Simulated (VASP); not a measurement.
# CoPtO2 (R-3m) in VASP: further runs

The runs below take CoPtO2 through single point, with PBEsol.

All numbers are computed with VASP 6.6.1; they aren't measurements. Logs are shortened: lines on timing, memory, paths and dates and some standing lists are left out, and cuts for length are marked.

### Step 1. The cell of the first run

The structure is trigonal, space group R-3m (No. 166). The conventional cell has a = 2.739 Å, b = 2.739 Å, c = 17.510 Å, α = 90.00°, β = 90.00°, γ = 120.00°. Within 2.5 Å of Co (site symmetry -3m) lie 6 O at 1.85 Å. Within 2.6 Å of Pt (site symmetry -3m) lie 2 O at 1.95 Å. Within 2.5 Å of O (site symmetry 3m) lie 3 Co at 1.85 Å and 1 Pt at 1.95 Å and 3 O at 2.49 Å.

### Step 2. Single point, PBEsol (9.48 Å³/atom)

Contents of INCAR:

```
SYSTEM = CoPtO2
PREC = Accurate ; ENCUT = 520
EDIFF = 1E-6 ; ISMEAR = 0
SIGMA = 0.1 ; LREAL = .False.
LASPH = .True. ; NELM = 60
ALGO = Normal ; ISIF = 2
LWAVE = .False. ; LCHARG = .True.
GGA = PS ; LELF = .True.
LVHAR = .True. ; NBANDS = 24
```

Contents of KPOINTS:

```
Automatic mesh
0
Gamma
  18 18 18
  0 0 0
```

Contents of POSCAR:

```
CoPtO2
1.0
    1.3695365095      0.7907022724      5.8365866106
   -1.3695365095      0.7907022724      5.8365866106
    0.0000000000     -1.5814045449      5.8365866106
Co Pt O
1 1 2
Direct
    0.5000000000      0.5000000000      0.5000000000
    0.0000000000      0.0000000000      0.0000000000
    0.8883951724      0.8883951724      0.8883951724
    0.1116048276      0.1116048276      0.1116048276
```

Potentials or basis: VASP PAW PBE potentials, release 64 (Co, Pt, O).

Launch:

```
$ cat potpaw_PBE.64/Co/POTCAR potpaw_PBE.64/Pt/POTCAR potpaw_PBE.64/O/POTCAR > POTCAR
$ mpirun -np 1 vasp_std > vasp.out
```

OUTCAR:

```text
SYSTEM = CoPtO2
   PREC = Accurate
   ENCUT = 520
   EDIFF = 1E-6
   ISMEAR = 0
   LREAL = .False.
   LASPH = .True.
   NELM = 60
   ISIF = 2
   GGA = PS

 ion  position               nearest neighbor table
   1  0.500  0.500  0.500-   4 1.85   4 1.85   3 1.85   3 1.85   4 1.85   3 1.85
   2  0.000  0.000  0.000-   3 1.95   4 1.95
   3  0.888  0.888  0.888-   1 1.85   1 1.85   1 1.85   2 1.95
   4  0.112  0.112  0.112-   1 1.85   1 1.85   1 1.85   2 1.95

  LATTYP: Found a trigonal (rhomboedric) cell.
 ALAT       =     6.0470309737
 COS(alpha) =     0.8974128799

  Lattice vectors:

 A1 = (   1.3695365095,   0.7907022724,   5.8365866106)
 A2 = (  -1.3695365095,   0.7907022724,   5.8365866106)
 A3 = (   0.0000000000,  -1.5814045449,   5.8365866106)

Analysis of symmetry for initial positions (statically):
=====================================================================
 Subroutine PRICEL returns:
 Original cell was already a primitive cell.

 Routine SETGRP: Setting up the symmetry group for a
 trigonal (rhombohedral) supercell.

 Subroutine GETGRP returns: Found 12 space group operations
 (whereof 12 operations were pure point group operations)
 out of a pool of 12 trial point group operations.

The static configuration has the point symmetry D_3d.

Analysis of symmetry for dynamics (positions and initial velocities):
=====================================================================
 Subroutine PRICEL returns:
 Original cell was already a primitive cell.

 Routine SETGRP: Setting up the symmetry group for a
 trigonal (rhombohedral) supercell.

 Subroutine GETGRP returns: Found 12 space group operations
 (whereof 12 operations were pure point group operations)
 out of a pool of 12 trial point group operations.

The dynamic configuration has the point symmetry D_3d.

 Subroutine INISYM returns: Found 12 space group operations
 (whereof 12 operations are pure point group operations),
 and found     1 'primitive' translations

----------------------------------------------------------------------------------------

                                     Primitive cell

  volume of cell :      37.9225

  direct lattice vectors                    reciprocal lattice vectors
     1.369536510  0.790702272  5.836586611     0.365087018  0.210783088  0.057111006
[... 89 lines left out ...]
   NELM   =     60;   NELMIN=  2; NELMDL= -5     # of ELM steps
   EDIFF  = 0.1E-05   stopping-criterion for ELM
   LREAL  =      F    real-space projection
   EDIFFG = 0.1E-04   stopping-criterion for IOM
   NSW    =      0    number of steps for IOM
   IBRION =     -1    ionic relax: 0-MD 1-quasi-New 2-CG
   NFREE  =      0    steps in history (QN), initial steepest desc. (CG)
   ISIF   =      2    stress and relaxation
   ISYM   =      2    0-nonsym 1-usesym 2-fastsym
   POTIM  = 0.5000    time-step for ionic-motion
   TEBEG  =    0.0;   TEEND  =   0.0 temperature during run
   PSTRESS=    0.0 pullay stress
   NELECT =      31.0000    total number of electrons
   NUPDOWN=      -1.0000    fix difference up-down
   EMIN   =  10.00;   EMAX   =-10.00  energy-range for DOS
   EFERMI =   0.00;   METHOD = LEGACY
   ISMEAR =     0;   SIGMA  =   0.10  broadening in eV -4-tet -1-fermi 0-gaus
   EFERMI_NEDOS =   21; number of points for ismear=-14 and -15
   IALGO  =     38    algorithm
   IMIX   =      4    mixing-type and parameters
     AMIX     =   0.40;   BMIX     =  1.00
     AMIX_MAG =   1.60;   BMIX_MAG =  1.00
  volume/ion in A,a.u.               =       9.48        63.98
  Fermi-wavevector in a.u.,A,eV,Ry     =   1.530723  2.892646 31.879966  2.343111
  Thomas-Fermi vector in A             =   2.638166
   LORBIT       =      0    0 simple, 1 ext, 2 COOP (PROOUT), +10 PAW based schemes
   GGA     = PS    functional components
   LHFCALC =     F    Hartree Fock is set to
   AEXX    =    0.0000 exact exchange contribution
   IVDW    =     0    specifies the selected vdW correction
   LEPSILON=     F    determine dielectric tensor
   LRPA    =     F    only Hartree local field effects (RPA)
 non-spin polarized calculation
 Gauss-broadening in eV      SIGMA  =   0.10
  energy-cutoff  :      520.00
  volume of cell :       37.92
 maximum number of plane-waves:      1035
 NGX is ok and might be reduce to    48
   NGX = 23   NGY = 23   NGZ = 23

 number of electron      31.0000002 magnetization

 Free energy of the ion-electron system (eV)
  ---------------------------------------------------
  ext. energy  EPLUGINS =         0.00000000
  ---------------------------------------------------
  free energy    TOTEN  =       -28.60834775 eV

  energy without entropy =      -28.60584168  energy(sigma->0) =      -28.60709471

 E-fermi :   9.9787     XC(G=0): -13.4053

 val. band max:        9.9554736127   @ k =  -0.3333  -0.3333   0.1111
 cond. band min:      10.1091201028   @ k =  -0.3333  -0.3333   0.1667
 fundamental gap:      0.1536464901
 Fermi energy:         9.9787050589

 k-point     1 :       0.0000    0.0000    0.0000
  band No.  band energies     occupation
      1     -12.4571      2.00000
      2     -10.3095      2.00000
      3      -0.6928      2.00000
      4       2.0420      2.00000
      5       2.8094      2.00000
      6       2.8094      2.00000
[... 637 lines left out ...]
     23      23.9629      0.00000
     24      24.5746      0.00000

 [... further k-points ...]

------------------------ aborting loop because EDIFF is reached ----------------------------------------

  FORCE on cell =-STRESS in cart. coord.  units (eV):
  Direction    XX          YY          ZZ          XY          YZ          ZX
  --------------------------------------------------------------------------------------
  -------------------------------------------------------------------------------------
  Total        4.3970693      4.3970693      4.6466763     -0.0000000     -0.0000000      0.0000000
  in kB      185.7706508    185.7706508    196.3162366     -0.0000000     -0.0000000      0.0000000
  external PRESSURE =     189.2858461 kB  Pullay stress =       0.0000000 kB

 VOLUME and BASIS-vectors are now :
 -----------------------------------------------------------------------------
  energy-cutoff  :      520.00
  volume of cell :       37.92
      direct lattice vectors                 reciprocal lattice vectors
     1.369536510  0.790702272  5.836586611     0.365087018  0.210783088  0.057111006
    -1.369536510  0.790702272  5.836586611    -0.365087018  0.210783088  0.057111006
     0.000000000 -1.581404545  5.836586611     0.000000000 -0.421566176  0.057111006

 POSITION                                       TOTAL-FORCE (eV/Angst)
 -----------------------------------------------------------------------------------
      0.00000     -0.00000      8.75488         0.000000     -0.000000     -0.000000
      0.00000      0.00000      0.00000        -0.000000      0.000000     -0.000000
      0.00000     -0.00000     15.55559        -0.000000      0.000000     -0.012989
      0.00000     -0.00000      1.95417        -0.000000     -0.000000      0.012989
 -----------------------------------------------------------------------------------
    total drift:                               -0.000000      0.000000      0.000000

  FREE ENERGIE OF THE ION-ELECTRON SYSTEM (eV)
  ---------------------------------------------------
  free  energy   TOTEN  =       -28.6083477501 eV

  energy  without entropy=      -28.6058416765  energy(sigma->0) =      -28.60709471
```

OSZICAR:

```text
N       E                     dE             d eps       ncg     rms          rms(c)
DAV:   1     0.234120711945E+03    0.23412E+03   -0.15206E+04 28384   0.145E+03
DAV:   2    -0.163062950028E+02   -0.25043E+03   -0.22521E+03 30048   0.347E+02
DAV:   3    -0.331396506819E+02   -0.16833E+02   -0.16387E+02 34352   0.101E+02
DAV:   4    -0.333818484007E+02   -0.24220E+00   -0.24205E+00 32008   0.121E+01
DAV:   5    -0.333873393972E+02   -0.54910E-02   -0.54908E-02 35528   0.186E+00    0.315E+01
DAV:   6    -0.335029545071E+02   -0.11562E+00   -0.22271E+01 33104   0.906E+01    0.327E+01
DAV:   7    -0.303793078354E+02    0.31236E+01   -0.26719E+01 36560   0.128E+02    0.238E+01
DAV:   8    -0.287072894820E+02    0.16720E+01   -0.68711E+00 41808   0.239E+01    0.628E+00
DAV:   9    -0.286226936196E+02    0.84596E-01   -0.29790E-01 37992   0.749E+00    0.203E+00
DAV:  10    -0.286152361915E+02    0.74574E-02   -0.16507E-02 42656   0.136E+00    0.104E+00
DAV:  11    -0.286095225062E+02    0.57137E-02   -0.49785E-03 39568   0.160E+00    0.403E-01
DAV:  12    -0.286083736786E+02    0.11488E-02   -0.21995E-03 44240   0.827E-01    0.107E-01
DAV:  13    -0.286083520849E+02    0.21594E-04   -0.44003E-04 44008   0.245E-01    0.493E-02
DAV:  14    -0.286083577106E+02   -0.56257E-05   -0.67109E-05 39656   0.145E-01    0.356E-02
DAV:  15    -0.286083505046E+02    0.72060E-05   -0.99333E-06 39848   0.493E-02    0.184E-02
DAV:  16    -0.286083478566E+02    0.26480E-05   -0.77379E-06 36224   0.574E-02    0.527E-03
DAV:  17    -0.286083477501E+02    0.10647E-06   -0.10320E-06 22464   0.143E-02
   1 F= -.28608348E+02 E0= -.28607095E+02  d E =-.250607E-02
```

stdout:

```text
POSCAR found type information on POSCAR CoPtO
 POSCAR found :  3 types and       4 ions
 scaLAPACK will be used
 -----------------------------------------------------------------------------
|                                                                             |
|                                                                             |
|     You enforced a specific xc type in the INCAR file but a different       |
|     I HOPE YOU KNOW WHAT YOU ARE DOING!                                     |
|                                                                             |
 -----------------------------------------------------------------------------

 LDA part: xc-table for (Slater+PW92), standard interpolation
 POSCAR, INCAR and KPOINTS ok, starting setup
 FFT: planning ... GRIDC
 FFT: planning ... GRID_SOFT
 FFT: planning ... GRID
 WAVECAR not read
 entering main loop
```

Run time: 23 min. Hardware: 1 thread of AMD EPYC 9R45 (Zen 5), shared host; peak memory 0.73 GiB.

What came out:

```yaml
Free_energy: -28.6083 eV
Pressure: 18.9 GPa
Largest_force: 0.013 eV/Å
Band_gap_on_the_k_mesh: zero (an odd number of electrons rules out a gap without spin polarisation)
```

Forces on the atoms (eV/Å):
```
Co   0.000  0.000  0.000
Pt   0.000  0.000  0.000
O    0.000  0.000 -0.013
O    0.000  0.000  0.013
```

Stress tensor (GPa, compression positive):
```
18.58  0.00  0.00
 0.00 18.58  0.00
 0.00  0.00 19.63
```

Caveat: the cell stands under pressure; the PAW data sets were made with another functional, which shifts forces and pressure a little; spin-orbit coupling is left out, which moves the levels of the heavy elements; an odd number of electrons without spin polarisation forces a metal; a magnetic or distorted state may lie lower; the run has no spin polarisation, though such a crystal can be magnetic; semilocal functionals often make such compounds metallic where correlation or magnetic order opens a gap, which also shifts bond lengths.

### Step 3. Single point, PBEsol (9.78 Å³/atom)

This run uses another cell than the first one, of 9.78 Å³/atom.

Contents of INCAR:

```
PREC = Accurate
ENCUT = 520
EDIFF = 1E-6
ISMEAR = 0
SIGMA = 0.1
LREAL = F
LASPH = T
NELM = 80
ALGO = Normal
ISIF = 2
LWAVE = F
LCHARG = F
GGA = PS
NBANDS = 24
```

Contents of KPOINTS:

```
regular mesh
0
Gamma
  18 18 18
```

Contents of POSCAR:

```
CoPtO2
1.0
    1.3874530712      0.8010464041      5.8683152791
   -1.3874530712      0.8010464041      5.8683152791
    0.0000000000     -1.6020928083      5.8683152791
Co Pt O
1 1 2
Direct
    0.5000000000      0.5000000000      0.5000000000
    0.0000000000      0.0000000000      0.0000000000
    0.8880596934      0.8880596934      0.8880596934
    0.1119403066      0.1119403066      0.1119403066
```

Potentials or basis: VASP PAW PBE potentials, release 64 (Co, Pt, O).

Launch:

```
$ cat potpaw_PBE.64/Co/POTCAR potpaw_PBE.64/Pt/POTCAR potpaw_PBE.64/O/POTCAR > POTCAR
$ mpirun -np 1 vasp_std > vasp.out
```

Run time: 22 min. Hardware: 1 thread of AMD EPYC 9R45 (Zen 5), shared host; peak memory 0.74 GiB.

Results (log left out):

| Quantity | Value |
| --- | --- |
| Free energy | -28.7124 eV |
| Pressure | 8.7 GPa |
| Largest force | 0.006 eV/Å |
| Band gap on the k mesh | zero (an odd number of electrons rules out a gap without spin polarisation) |

Forces in eV/Å, atoms in the order of the input:
```
Co   0.000  0.000  0.000
Pt   0.000  0.000  0.000
O    0.000  0.000 -0.006
O    0.000  0.000  0.006
```

Stress tensor (GPa, compression positive):
```
8.39 0.00 0.00
0.00 8.39 0.00
0.00 0.00 9.27
```

Levels at points of the mesh, in eV from the Fermi level:
```csv
k point,band 14,band 15,band 16,band 17,band 18,band 19
"(0.00, 0.00, 0.00)",-1.72,-1.72,-1.64,1.92,1.92,2.98
"(0.50, 0.00, 0.00)",-1.00,0.11,1.09,1.31,1.41,2.38
"(0.50, 0.50, 0.00)",-1.04,0.11,0.21,1.80,2.36,2.39
"(0.50, 0.50, 0.50)",-0.93,-0.76,-0.76,1.43,1.43,4.15
```

Caveat: the cell stands under pressure; the PAW data sets were made with another functional, which shifts forces and pressure a little; spin-orbit coupling is left out, which moves the levels of the heavy elements; an odd number of electrons without spin polarisation forces a metal; a magnetic or distorted state may lie lower; the run has no spin polarisation, though such a crystal can be magnetic; semilocal functionals often make such compounds metallic where correlation or magnetic order opens a gap, which also shifts bond lengths. Spin polarisation is off, so any magnetic state and its effect on volume and gap are missing.

The gap in the log of VASP goes by the Fermi energy; the results here count the filled bands.